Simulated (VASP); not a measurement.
# La2O3 (kscan) (P-3m1) in VASP: notebook

The runs below take La2O3 (kscan) through single point, with r2SCAN.

Program: VASP 6.6.1. These are calculated values, not measurements. Logs are shortened: lines on timing, memory, paths and dates and some standing lists are left out, and cuts for length are marked.

## 1. The cell of the first run

Symmetry: P-3m1, No. 164, trigonal system. Conventional cell: a = 3.931 Å, b = 3.931 Å, c = 6.112 Å, α = 90.00°, β = 90.00°, γ = 120.00°. Within 3.1 Å of La (site symmetry 3m) lie 7 O at 2.36 to 2.72 Å. Within 3.1 Å of O (site symmetry 3m) lie 4 La at 2.36 to 2.44 Å and 3 O at 2.89 Å. Within 3.6 Å of O (site symmetry -3m) lie 6 La at 2.72 Å and 6 O at 3.14 Å.

## 2. Single point, r2SCAN

File POSCAR:

```
La2O3
1.0
    3.9307778800      0.0000000000      0.0000000000
   -1.9653889400      3.4041535000      0.0000000000
    0.0000000000      0.0000000000      6.1119535200
La O
2 3
Direct
    0.6666666700      0.3333333300      0.7537643200
    0.3333333300      0.6666666700      0.2462356800
    0.6666666700      0.3333333300      0.3541093500
    0.3333333300      0.6666666700      0.6458906500
    0.0000000000      0.0000000000      0.0000000000
```

File INCAR.step1:

```
PREC     = Accurate       # precision mode
ENCUT    = 520            # plane-wave cutoff, eV
ISMEAR   = 0              # smearing method
SIGMA    = 0.1            # smearing width, eV
LREAL    = F              # projectors in reciprocal space
LASPH    = T              # aspherical terms in the spheres
NELM     = 60             # most SCF steps
NBANDS   = 28             # bands
GGA      = PE             # functional
ALGO     = Normal         # electronic algorithm
EDIFF    = 1E-4           # SCF threshold, eV
LWAVE    = T              # write WAVECAR
LCHARG   = F              # write CHGCAR
```

File INCAR.step2:

```
PREC     = Accurate       # precision mode
ENCUT    = 520            # plane-wave cutoff, eV
EDIFF    = 1E-6           # SCF threshold, eV
ISMEAR   = 0              # smearing method
SIGMA    = 0.1            # smearing width, eV
LREAL    = F              # projectors in reciprocal space
LASPH    = T              # aspherical terms in the spheres
NELM     = 60             # most SCF steps
ALGO     = Normal         # electronic algorithm
ISIF     = 2              # what is computed and relaxed
LWAVE    = F              # write WAVECAR
LCHARG   = F              # write CHGCAR
METAGGA  = R2SCAN         # meta-GGA
LMIXTAU  = T            
NBANDS   = 28             # bands
ISTART   = 1
```

File KPOINTS:

```
Automatic mesh
0
Gamma
  6 6 4
```

Potentials or basis: VASP PAW PBE potentials, release 64 (La, O).

Command:

```sh
$ cat potpaw_PBE.64/La/POTCAR potpaw_PBE.64/O/POTCAR > POTCAR
$ cp INCAR.step1 INCAR
$ mpirun -np 1 vasp_std > vasp.out
$ cp INCAR.step2 INCAR
$ mpirun -np 1 vasp_std > vasp.out
```

OUTCAR:

```text
PREC = Accurate
   ENCUT = 520
   EDIFF = 1E-6
   ISMEAR = 0
   LREAL = F
   LASPH = T
   NELM = 60
   ISIF = 2
   METAGGA = R2SCAN
   ISTART = 1

 ion  position               nearest neighbor table
   1  0.667  0.333  0.754-   4 2.36   4 2.36   4 2.36   3 2.44   5 2.72   5 2.72   5 2.72
   2  0.333  0.667  0.246-   3 2.36   3 2.36   3 2.36   4 2.44   5 2.72   5 2.72   5 2.72
   3  0.667  0.333  0.354-   2 2.36   2 2.36   2 2.36   1 2.44
   4  0.333  0.667  0.646-   1 2.36   1 2.36   1 2.36   2 2.44
   5  0.000  0.000  0.000-   1 2.72   2 2.72   2 2.72   1 2.72   1 2.72   2 2.72

  LATTYP: Found a hexagonal cell.
 ALAT       =     3.9307778800
 C/A-ratio  =     1.5548966913

  Lattice vectors:

 A1 = (   3.9307778800,   0.0000000000,   0.0000000000)
 A2 = (  -1.9653889400,   3.4041535000,   0.0000000000)
 A3 = (   0.0000000000,   0.0000000000,   6.1119535200)

Analysis of symmetry for initial positions (statically):
=====================================================================
 Subroutine PRICEL returns:
 Original cell was already a primitive cell.

 Routine SETGRP: Setting up the symmetry group for a
 hexagonal supercell.

 Subroutine GETGRP returns: Found 12 space group operations
 (whereof 12 operations were pure point group operations)
 out of a pool of 24 trial point group operations.

The static configuration has the point symmetry D_3d.

Analysis of symmetry for dynamics (positions and initial velocities):
=====================================================================
 Subroutine PRICEL returns:
 Original cell was already a primitive cell.

 Routine SETGRP: Setting up the symmetry group for a
 hexagonal supercell.

 Subroutine GETGRP returns: Found 12 space group operations
 (whereof 12 operations were pure point group operations)
 out of a pool of 24 trial point group operations.

The dynamic configuration has the point symmetry D_3d.

 Subroutine INISYM returns: Found 12 space group operations
 (whereof 12 operations are pure point group operations),
 and found     1 'primitive' translations

----------------------------------------------------------------------------------------

                                     Primitive cell

  volume of cell :      81.7839

[... 92 lines left out ...]
   NELM   =     60;   NELMIN=  2; NELMDL=  0     # of ELM steps
   EDIFF  = 0.1E-05   stopping-criterion for ELM
   LREAL  =      F    real-space projection
   EDIFFG = 0.1E-04   stopping-criterion for IOM
   NSW    =      0    number of steps for IOM
   IBRION =     -1    ionic relax: 0-MD 1-quasi-New 2-CG
   NFREE  =      0    steps in history (QN), initial steepest desc. (CG)
   ISIF   =      2    stress and relaxation
   ISYM   =      2    0-nonsym 1-usesym 2-fastsym
   POTIM  = 0.5000    time-step for ionic-motion
   TEBEG  =    0.0;   TEEND  =   0.0 temperature during run
   PSTRESS=    0.0 pullay stress
   NELECT =      40.0000    total number of electrons
   NUPDOWN=      -1.0000    fix difference up-down
   EMIN   =  10.00;   EMAX   =-10.00  energy-range for DOS
   EFERMI =   0.00;   METHOD = LEGACY
   ISMEAR =     0;   SIGMA  =   0.10  broadening in eV -4-tet -1-fermi 0-gaus
   EFERMI_NEDOS =   21; number of points for ismear=-14 and -15
   IALGO  =     38    algorithm
   IMIX   =      4    mixing-type and parameters
     AMIX     =   0.40;   BMIX     =  1.00
     AMIX_MAG =   1.60;   BMIX_MAG =  1.00
  volume/ion in A,a.u.               =      16.36       110.38
  Fermi-wavevector in a.u.,A,eV,Ry     =   1.289849  2.437462 22.636161  1.663711
  Thomas-Fermi vector in A             =   2.421717
   LORBIT       =      0    0 simple, 1 ext, 2 COOP (PROOUT), +10 PAW based schemes
   METAGGA = R2SCAN    functional components
   LHFCALC =     F    Hartree Fock is set to
   AEXX    =    0.0000 exact exchange contribution
   IVDW    =     0    specifies the selected vdW correction
   LEPSILON=     F    determine dielectric tensor
   LRPA    =     F    only Hartree local field effects (RPA)
 non-spin polarized calculation
 Gauss-broadening in eV      SIGMA  =   0.10
  energy-cutoff  :      520.00
  volume of cell :       81.78
 maximum number of plane-waves:      2225
 NGX is ok and might be reduce to    30
   NGX = 15   NGY = 15   NGZ = 23

 number of electron      39.9999992 magnetization

 Free energy of the ion-electron system (eV)
  ---------------------------------------------------
  ext. energy  EPLUGINS =         0.00000000
  ---------------------------------------------------
  free energy    TOTEN  =       -96.05751513 eV

  energy without entropy =      -96.05751513  energy(sigma->0) =      -96.05751513

 E-fermi :   6.2566     XC(G=0): -11.1024

 val. band max:        5.7262178654   @ k =   0.5000   0.0000   0.5000
 cond. band min:       9.9648575926   @ k =   0.3333   0.3333   0.0000
 fundamental gap:      4.2386397272
 Fermi energy:         6.2565706979

 k-point     1 :       0.0000    0.0000    0.0000
  band No.  band energies     occupation
      1     -25.0062      2.00000
      2     -24.7491      2.00000
      3     -12.1055      2.00000
      4     -10.9748      2.00000
      5     -10.4574      2.00000
      6      -8.0016      2.00000
[... 733 lines left out ...]
     27      11.7674      0.00000
     28      11.7994      0.00000

------------------------ aborting loop because EDIFF is reached ----------------------------------------

  FORCE on cell =-STRESS in cart. coord.  units (eV):
  Direction    XX          YY          ZZ          XY          YZ          ZX
  --------------------------------------------------------------------------------------
  -------------------------------------------------------------------------------------
  Total        0.0712300      0.0712300      0.1273781      0.0000000      0.0000000      0.0000000
  in kB        1.3954232      1.3954232      2.4953860      0.0000000      0.0000000      0.0000000
  external PRESSURE =       1.7620774 kB  Pullay stress =       0.0000000 kB

 VOLUME and BASIS-vectors are now :
 -----------------------------------------------------------------------------
  energy-cutoff  :      520.00
  volume of cell :       81.78
      direct lattice vectors                 reciprocal lattice vectors
     3.930777880  0.000000000  0.000000000     0.254402571  0.146879393  0.000000000
    -1.965388940  3.404153500  0.000000000     0.000000000  0.293758786  0.000000000
     0.000000000  0.000000000  6.111953520     0.000000000  0.000000000  0.163613810

 POSITION                                       TOTAL-FORCE (eV/Angst)
 -----------------------------------------------------------------------------------
      1.96539      1.13472      4.60697        -0.000000      0.000000      0.020113
     -0.00000      2.26944      1.50498        -0.000000      0.000000     -0.020113
      1.96539      1.13472      2.16430        -0.000000     -0.000000     -0.013170
     -0.00000      2.26944      3.94765         0.000000      0.000000      0.013170
      0.00000      0.00000      0.00000         0.000000      0.000000      0.000000
 -----------------------------------------------------------------------------------
    total drift:                               -0.000000      0.000000     -0.000000

  FREE ENERGIE OF THE ION-ELECTRON SYSTEM (eV)
  ---------------------------------------------------
  free  energy   TOTEN  =       -96.0575151347 eV

  energy  without entropy=      -96.0575151347  energy(sigma->0) =      -96.05751513
```

OUTCAR.step1:

```text
PREC = Accurate
   ENCUT = 520
   ISMEAR = 0
   LREAL = F
[... 975 lines left out ...]
     -0.00000      2.26944      1.50498         0.000000      0.000000     -0.001795
      1.96539      1.13472      2.16430        -0.000000      0.000000     -0.013065
     -0.00000      2.26944      3.94765         0.000000      0.000000      0.013065
      0.00000      0.00000      0.00000        -0.000000      0.000000      0.000000
 -----------------------------------------------------------------------------------
    total drift:                               -0.000000      0.000000     -0.000000

  FREE ENERGIE OF THE ION-ELECTRON SYSTEM (eV)
  ---------------------------------------------------
  free  energy   TOTEN  =       -41.8174300248 eV

  energy  without entropy=      -41.8174300248  energy(sigma->0) =      -41.81743002
```

OSZICAR.step1:

```text
N       E                     dE             d eps       ncg     rms          rms(c)
DAV:   1     0.470577742571E+03    0.47058E+03   -0.15480E+04  1416   0.220E+03
DAV:   2     0.861532804100E+02   -0.38442E+03   -0.36669E+03  1712   0.353E+02
DAV:   3    -0.328959219789E+02   -0.11905E+03   -0.11417E+03  2240   0.196E+02
DAV:   4    -0.465631443515E+02   -0.13667E+02   -0.13633E+02  2292   0.730E+01
DAV:   5    -0.474747012389E+02   -0.91156E+00   -0.91083E+00  2336   0.201E+01    0.149E+01
DAV:   6    -0.418309818660E+02    0.56437E+01   -0.49704E+01  2160   0.382E+01    0.755E+00
DAV:   7    -0.418192670668E+02    0.11715E-01   -0.54093E+00  2592   0.209E+01    0.351E+00
DAV:   8    -0.418189642193E+02    0.30285E-03   -0.60085E-01  2336   0.597E+00    0.125E+00
DAV:   9    -0.418136634213E+02    0.53008E-02   -0.10075E-01  2424   0.234E+00    0.357E-01
DAV:  10    -0.418160681475E+02   -0.24047E-02   -0.28299E-02  2376   0.104E+00    0.170E-01
DAV:  11    -0.418172621555E+02   -0.11940E-02   -0.79605E-03  2400   0.621E-01    0.125E-01
DAV:  12    -0.418173902216E+02   -0.12807E-03   -0.24171E-03  2080   0.299E-01    0.516E-02
DAV:  13    -0.418174300248E+02   -0.39803E-04   -0.99072E-04  1968   0.209E-01
   1 F= -.41817430E+02 E0= -.41817430E+02  d E =-.113915E-13
```

It took 6.7 min on 1 thread of AMD EPYC 7R43 (Zen 3), shared host; peak memory 0.21 GiB.

What came out:

```yaml
Free_energy: -96.0575 eV
Pressure: 0.2 GPa
Largest_force: 0.020 eV/Å
Band_gap_on_the_k_mesh: 4.24 eV, indirect (least direct gap 4.36 eV)
```

Forces on the atoms (eV/Å):
```
La   0.000  0.000  0.020
La   0.000  0.000 -0.020
O    0.000  0.000 -0.013
O    0.000  0.000  0.013
O    0.000  0.000  0.000
```

Stress tensor (GPa, compression positive):
```
0.14 0.00 0.00
0.00 0.14 0.00
0.00 0.00 0.25
```

Caveat: the PAW data sets were made with another functional, which shifts forces and pressure a little; spin-orbit coupling is left out, which moves the levels of the heavy elements. A k mesh can miss the band edges.

(Part 1 of 2 ends here.)
